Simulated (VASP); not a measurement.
# SnSe in VASP: settings compared, part 2 of 3

VASP 6.6.1.

## (3) Single point, BLYP

Contents of INCAR:

```
SYSTEM = SnSe
PREC = Accurate ; ENCUT = 520
EDIFF = 1E-6 ; ISMEAR = 1
SIGMA = 0.05 ; LREAL = .False.
LASPH = .True. ; NELM = 100
ALGO = Normal ; ISIF = 2
LWAVE = .False. ; LCHARG = .True.
GGA = B5 ; ALDAX = 1.0
AGGAX = 1.0 ; AGGAC = 1.0
ALDAC = 0.0 ; LELF = .True.
LVHAR = .True. ; NBANDS = 28
```

Contents of KPOINTS:

```
Automatic mesh
0
Gamma
  6 6 2
  0 0 0
```

Contents of POSCAR:

```
SnSe
1.0
    4.2853270000      0.0000000000      0.0000000000
    0.0000000000      4.2853270000      0.0000000000
    0.0000000000      0.0000000000     10.9906920000
Sn Se
2 2
Direct
    0.5000000000      0.0000000000      0.3722300000
    0.0000000000      0.5000000000      0.6277700000
    0.5000000000      0.0000000000      0.6160400000
    0.0000000000      0.5000000000      0.3839600000
```

Potentials or basis: VASP PAW PBE potentials, release 64 (Sn_d, Se).

The run is started by

```
$ cat potpaw_PBE.64/Sn_d/POTCAR potpaw_PBE.64/Se/POTCAR > POTCAR
$ mpirun -np 1 vasp_std > vasp.out
```

OUTCAR:

```text
SYSTEM = SnSe
   PREC = Accurate
   ENCUT = 520
   EDIFF = 1E-6
   ISMEAR = 1
   LREAL = .False.
   LASPH = .True.
   NELM = 100
   ISIF = 2
   GGA = B5

 ion  position               nearest neighbor table
   1  0.500  0.000  0.372-   3 2.68   4 3.03   4 3.03   4 3.03   4 3.03
   2  0.000  0.500  0.628-   4 2.68   3 3.03   3 3.03   3 3.03   3 3.03
   3  0.500  0.000  0.616-   1 2.68   2 3.03   2 3.03   2 3.03   2 3.03
   4  0.000  0.500  0.384-   2 2.68   1 3.03   1 3.03   1 3.03   1 3.03

  LATTYP: Found a simple tetragonal cell.
 ALAT       =     4.2853270000
 C/A-ratio  =     2.5647265658

  Lattice vectors:

 A1 = (   4.2853270000,   0.0000000000,   0.0000000000)
 A2 = (   0.0000000000,   4.2853270000,   0.0000000000)
 A3 = (   0.0000000000,   0.0000000000,  10.9906920000)

Analysis of symmetry for initial positions (statically):
=====================================================================
 Subroutine PRICEL returns:
 Original cell was already a primitive cell.

 Routine SETGRP: Setting up the symmetry group for a
 simple tetragonal supercell.

 Subroutine GETGRP returns: Found 16 space group operations
 (whereof  8 operations were pure point group operations)
 out of a pool of 16 trial point group operations.

The static configuration has the point symmetry D_2d.
 The point group associated with its full space group is D_4h.

Analysis of symmetry for dynamics (positions and initial velocities):
=====================================================================
 Subroutine PRICEL returns:
 Original cell was already a primitive cell.

 Routine SETGRP: Setting up the symmetry group for a
 simple tetragonal supercell.

 Subroutine GETGRP returns: Found 16 space group operations
 (whereof  8 operations were pure point group operations)
 out of a pool of 16 trial point group operations.

The dynamic configuration has the point symmetry D_2d.
 The point group associated with its full space group is D_4h.

 Subroutine INISYM returns: Found 16 space group operations
 (whereof  8 operations are pure point group operations),
 and found     1 'primitive' translations

----------------------------------------------------------------------------------------

                                     Primitive cell

  volume of cell :     201.8334

  direct lattice vectors                    reciprocal lattice vectors
     4.285327000  0.000000000  0.000000000     0.233354421  0.000000000  0.000000000
     0.000000000  4.285327000  0.000000000     0.000000000  0.233354421  0.000000000
     0.000000000  0.000000000 10.990692000     0.000000000  0.000000000  0.090986082

  length of vectors
     4.285327000  4.285327000 10.990692000     0.233354421  0.233354421  0.090986082

  position of ions in fractional coordinates (direct lattice)
     0.500000000  0.000000000  0.372230000
     0.000000000  0.500000000  0.627770000
     0.500000000  0.000000000  0.616040000
     0.000000000  0.500000000  0.383960000

  ion indices of the primitive-cell ions
   primitive index   ion index
                 1           1
                 2           2
                 3           3
                 4           4

----------------------------------------------------------------------------------------

[... 21 lines left out ...]

 Found     20 irreducible k-points:

 Following reciprocal coordinates:
            Coordinates               Weight
  0.000000  0.000000  0.000000      1.000000
  0.166667  0.000000  0.000000      4.000000
  0.333333  0.000000  0.000000      4.000000
  0.500000  0.000000  0.000000      2.000000
  0.166667  0.166667  0.000000      4.000000
  0.333333  0.166667  0.000000      8.000000
[... 12 lines left out ...]
  0.500000  0.333333  0.500000      4.000000
  0.500000  0.500000  0.500000      1.000000
   k-points           NKPTS =     20   k-points in BZ     NKDIM =     20   number of bands    NBANDS=     28
   number of dos      NEDOS =    301   number of ions     NIONS =      4
   total plane-waves  NPLWV =  86016
   dimension x,y,z NGX =    32 NGY =   32 NGZ =   84
   dimension x,y,z NGXF=    64 NGYF=   64 NGZF=  168
   ions per type =               2   2
   NGX,Y,Z   is equivalent  to a cutoff of  12.41, 12.41, 12.71 a.u.
   NGXF,Y,Z  is equivalent  to a cutoff of  24.83, 24.83, 25.41 a.u.
 SYSTEM =  SnSe
   PREC   = accura    normal or accurate (medium, high low for compatibility)
   ISTART =      0    job   : 0-new  1-cont  2-samecut
   ICHARG =      2    charge: 1-file 2-atom 10-const
   ISPIN  =      1    spin polarized calculation?
   LNONCOLLINEAR =      F non collinear calculations
   LSORBIT =      F    spin-orbit coupling
   LASPH  =      T    aspherical Exc in radial PAW
   ENCUT  =  520.0 eV  38.22 Ry    6.18 a.u.   7.97  7.97 20.44*2*pi/ulx,y,z
   NELM   =    100;   NELMIN=  2; NELMDL= -5     # of ELM steps
   EDIFF  = 0.1E-05   stopping-criterion for ELM
   LREAL  =      F    real-space projection
   EDIFFG = 0.1E-04   stopping-criterion for IOM
   NSW    =      0    number of steps for IOM
   IBRION =     -1    ionic relax: 0-MD 1-quasi-New 2-CG
   NFREE  =      0    steps in history (QN), initial steepest desc. (CG)
   ISIF   =      2    stress and relaxation
   ISYM   =      2    0-nonsym 1-usesym 2-fastsym
   POTIM  = 0.5000    time-step for ionic-motion
   TEBEG  =    0.0;   TEEND  =   0.0 temperature during run
   PSTRESS=    0.0 pullay stress
   NELECT =      40.0000    total number of electrons
   NUPDOWN=      -1.0000    fix difference up-down
   EMIN   =  10.00;   EMAX   =-10.00  energy-range for DOS
   EFERMI =   0.00;   METHOD = LEGACY
   ISMEAR =     1;   SIGMA  =   0.05  broadening in eV -4-tet -1-fermi 0-gaus
   EFERMI_NEDOS =   21; number of points for ismear=-14 and -15
   IALGO  =     38    algorithm
   IMIX   =      4    mixing-type and parameters
     AMIX     =   0.40;   BMIX     =  1.00
     AMIX_MAG =   1.60;   BMIX_MAG =  1.00
  volume/ion in A,a.u.               =      50.46       340.51
  Fermi-wavevector in a.u.,A,eV,Ry     =   0.954473  1.803693 12.395173  0.911020
  Thomas-Fermi vector in A             =   2.083223
   LORBIT       =      0    0 simple, 1 ext, 2 COOP (PROOUT), +10 PAW based schemes
   GGA     = B5    functional components
   LHFCALC =     F    Hartree Fock is set to
   AEXX    =    0.0000 exact exchange contribution
   IVDW    =     0    specifies the selected vdW correction
   LEPSILON=     F    determine dielectric tensor
   LRPA    =     F    only Hartree local field effects (RPA)
 non-spin polarized calculation
 Methfessel and Paxton  Order N= 1 SIGMA  =   0.05
  energy-cutoff  :      520.00
  volume of cell :      201.83
 maximum number of plane-waves:      5480
 NGX is ok and might be reduce to    32
   NGX = 15   NGY = 15   NGZ = 41

 number of electron      40.0000020 magnetization

 Free energy of the ion-electron system (eV)
  ---------------------------------------------------
  ext. energy  EPLUGINS =         0.00000000
  ---------------------------------------------------
  free energy    TOTEN  =       -14.03410710 eV

  energy without entropy =      -14.03443065  energy(sigma->0) =      -14.03421495

 E-fermi :   0.9618     XC(G=0):  -5.7012

 val. band max:        0.9211214944   @ k =   0.3333   0.0000   0.5000
 cond. band min:       2.3817796968   @ k =   0.0000   0.0000   0.5000
 fundamental gap:      1.4606582024
 Fermi energy:         0.9617893520

 k-point     1 :       0.0000    0.0000    0.0000
  band No.  band energies     occupation
      1     -20.1210      2.00000
      2     -20.1165      2.00000
      3     -20.1157      2.00000
      4     -20.1098      2.00000
      5     -20.1003      2.00000
      6     -20.0722      2.00000
[... 609 lines left out ...]
     27       7.4629      0.00000
     28       7.4629      0.00000

------------------------ aborting loop because EDIFF is reached ----------------------------------------

  FORCE on cell =-STRESS in cart. coord.  units (eV):
  Direction    XX          YY          ZZ          XY          YZ          ZX
  --------------------------------------------------------------------------------------
  -------------------------------------------------------------------------------------
  Total        3.2771940      3.2771940      2.6548370      0.0000000      0.0000000      0.0000000
  in kB       26.0147564     26.0147564     21.0744126      0.0000000      0.0000000      0.0000000
  external PRESSURE =      24.3679751 kB  Pullay stress =       0.0000000 kB

 VOLUME and BASIS-vectors are now :
 -----------------------------------------------------------------------------
  energy-cutoff  :      520.00
  volume of cell :      201.83
      direct lattice vectors                 reciprocal lattice vectors
     4.285327000  0.000000000  0.000000000     0.233354421  0.000000000  0.000000000
     0.000000000  4.285327000  0.000000000     0.000000000  0.233354421  0.000000000
     0.000000000  0.000000000 10.990692000     0.000000000  0.000000000  0.090986082

 POSITION                                       TOTAL-FORCE (eV/Angst)
 -----------------------------------------------------------------------------------
      2.14266      0.00000      4.09107         0.000000     -0.000000     -0.518126
      0.00000      2.14266      6.89963         0.000000     -0.000000      0.518126
      2.14266      0.00000      6.77071         0.000000      0.000000      0.487620
      0.00000      2.14266      4.21999        -0.000000     -0.000000     -0.487620
 -----------------------------------------------------------------------------------
    total drift:                                0.000000      0.000000      0.000000

  FREE ENERGIE OF THE ION-ELECTRON SYSTEM (eV)
  ---------------------------------------------------
  free  energy   TOTEN  =       -14.0341071050 eV

  energy  without entropy=      -14.0344306519  energy(sigma->0) =      -14.03421495
```

OSZICAR:

```text
N       E                     dE             d eps       ncg     rms          rms(c)
DAV:   1     0.350156217347E+03    0.35016E+03   -0.18676E+04  1196   0.147E+03
DAV:   2     0.333628344008E+02   -0.31679E+03   -0.30759E+03  1196   0.363E+02
DAV:   3    -0.125193472262E+02   -0.45882E+02   -0.45207E+02  1424   0.146E+02
DAV:   4    -0.146486727456E+02   -0.21293E+01   -0.21204E+01  1320   0.334E+01
[... 11 lines left out ...]
DAV:  16    -0.140341081530E+02    0.12201E-04   -0.28774E-04   960   0.801E-02    0.868E-04
DAV:  17    -0.140341062666E+02    0.18865E-05   -0.64647E-05   968   0.428E-02    0.365E-04
DAV:  18    -0.140341098724E+02   -0.36058E-05   -0.36817E-05   964   0.302E-02    0.413E-04
DAV:  19    -0.140341075953E+02    0.22771E-05   -0.37732E-05   968   0.289E-02    0.263E-04
DAV:  20    -0.140341071050E+02    0.49033E-06   -0.86804E-06   960   0.141E-02
   1 F= -.14034107E+02 E0= -.14034215E+02  d E =0.323547E-03
```

Run time: 2.3 min. Hardware: 1 thread of Intel Xeon Platinum 8375C at 2.90GHz (Ice Lake), shared host; peak memory 0.32 GiB.

What came out:

* Free energy: -14.0341 eV
* Largest force: 0.518 eV/Å
* Band gap on the k mesh: 1.46 eV, indirect (least direct gap 1.61 eV)

Forces on the atoms (eV/Å):
```
Sn   0.000  0.000 -0.518
Sn   0.000  0.000  0.518
Se   0.000  0.000  0.488
Se   0.000  0.000 -0.488
```

Caveat: the PAW data sets were made with another functional, which shifts forces and pressure a little; spin-orbit coupling is left out, which moves the levels of the heavy elements.

(Continued in part 3 of 3.)
